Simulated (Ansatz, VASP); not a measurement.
PtSe2: VASP beside Ansatz

```
Pt Se
1.0
     3.75156    0.00000    0.00000
    -1.87578    3.24895    0.00000
     0.06501    0.00000    6.50133
Pt Se
1 2
Direct
  0.00000 0.00000 0.00000
  0.67014 0.33333 0.79901
  0.32986 0.66667 0.20099
```

Alike in both runs: task single point; functional PBE; k mesh 12 × 12 × 4; occupations gaussian, width 0.02 eV; no spin polarisation.

|  | VASP | Ansatz |
| --- | --- | --- |
| version | VASP 6.6.1 | Ansatz 0.2.0 |
| potentials or method | VASP PAW PBE potentials, release 64 (Pt, Se), cutoff 520 eV | scalar-relativistic, plane waves, PAW |
| valence electrons in the cell | 22 | 50 |

Ansatz gave:

| Item | Value |
| --- | --- |
| gap on the k mesh at the Fermi level (eV) | 0.88 |
| least direct gap on the mesh (eV) | 1.03 |
| pressure (GPa) | 0.0 |

Q: Which values does VASP return?

A: gap on the k mesh at the Fermi level (eV): 0.87; least direct gap on the mesh (eV): 1.02; pressure (GPa): 0.0.

VASP's potentials hold 22 valence electrons a cell and Ansatz's 50, so a difference there can come from the potentials and not from the codes.

Spin-orbit coupling is off throughout.
